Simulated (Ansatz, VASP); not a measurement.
# TiCo: VASP beside Ansatz

```
Co Ti
1.0
     2.98611    0.00000    0.00000
     0.00000    2.98611    0.00000
     0.00000    0.00000    2.98611
Co Ti
1 1
Cartesian
  1.4931 1.4931 1.4931
  0.0000 0.0000 0.0000
```

Alike in both runs: task single point; functional PBE; k mesh 9 × 9 × 9; occupations gaussian, width 0.019 eV; collinear spin.

|  | VASP | Ansatz |
| --- | --- | --- |
| version | VASP 6.6.1 | Ansatz 0.2.0 |
| potentials or method | VASP PAW PBE potentials, release 64 (Co, Ti_sv), cutoff 520 eV | all-electron LAPW, scalar-relativistic |

```csv
,VASP,Ansatz,Ansatz less VASP
gap on the k mesh at the Fermi level (eV),none,none,-
pressure (GPa),-0.8,-0.5,+0.25
net moment per atom (μB),0.42,0.42,-0.001
size of the moment on the site where the two differ most (μB),0.92,0.95,+0.029
```

Site moments also hang on the region over which each program counts them. A gap of «none» marks a metal or a gap that the smearing closes. Ansatz ran all-electron here, and VASP with PAW potentials.
